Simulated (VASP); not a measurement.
Set up this calculation in VASP 6.6.1, as the native input.

```
Task                   : single point
Functional             : r2SCAN
Potentials or basis    : VASP PAW PBE potentials, release 64 (Au)
Cutoff                 : 520 eV
k mesh                 : 22 × 22 × 22
Occupations            : fermi-dirac, width 0.1 eV
Spin                   : no spin polarisation
Dipole correction      : no
Further INCAR settings : ALGO = Normal; EDIFF = 1e-06; NBANDS = 12
```

Au:

```xyz
1
Lattice="0.0000 2.0050 2.0050 2.0050 0.0000 2.0050 2.0050 2.0050 0.0000" Properties=species:S:1:pos:R:3 pbc="T T T"
Au    0.0000    0.0000    0.0000
```

This cell differs from its parent crystal: volume scaled by 0.92.

One way to write it, as run:

POSCAR

```
Au
1.0
    0.0000000000      2.0050158411      2.0050158411
    2.0050158411      0.0000000000      2.0050158411
    2.0050158411      2.0050158411      0.0000000000
Au
1
Direct
    0.0000000000      0.0000000000      0.0000000000
```

INCAR.step1

```
SYSTEM = Au
  PREC = Accurate
  ENCUT = 520
  ISMEAR = -1
  SIGMA = 0.1
  LREAL = .FALSE.
  LASPH = .TRUE.
  NELM = 80
  NBANDS = 12
  GGA = PE
  ALGO = Normal
  EDIFF = 1E-4
  LWAVE = .TRUE.
  LCHARG = .FALSE.
```

INCAR.step2

```
SYSTEM = Au
  PREC = Accurate
  ENCUT = 520
  EDIFF = 1E-6
  ISMEAR = -1
  SIGMA = 0.1
  LREAL = .FALSE.
  LASPH = .TRUE.
  NELM = 80
  ALGO = Normal
  ISIF = 2
  LWAVE = .FALSE.
  LCHARG = .TRUE.
  METAGGA = R2SCAN
  LMIXTAU = .TRUE.
  LELF = .TRUE.
  LVHAR = .TRUE.
  NBANDS = 12
  ISTART = 1
```

KPOINTS

```
Automatic mesh
0
G
  22 22 22
  0 0 0
```

Potentials or basis: VASP PAW PBE potentials, release 64 (Au).

Run with:

```sh
$ cat potpaw_PBE.64/Au/POTCAR > POTCAR
$ cp INCAR.step1 INCAR
$ mpirun -np 1 vasp_std > vasp.out
$ cp INCAR.step2 INCAR
$ mpirun -np 1 vasp_std > vasp.out
```

It gave:

| Quantity | Value |
| --- | --- |
| Pressure | 17.2 GPa |

Caveat: the PAW data sets were made with another functional, which shifts forces and pressure a little.

Run time: 4.8 min on 1 thread of Intel Xeon 8259CL (shared host), peak memory 0.19 GiB.
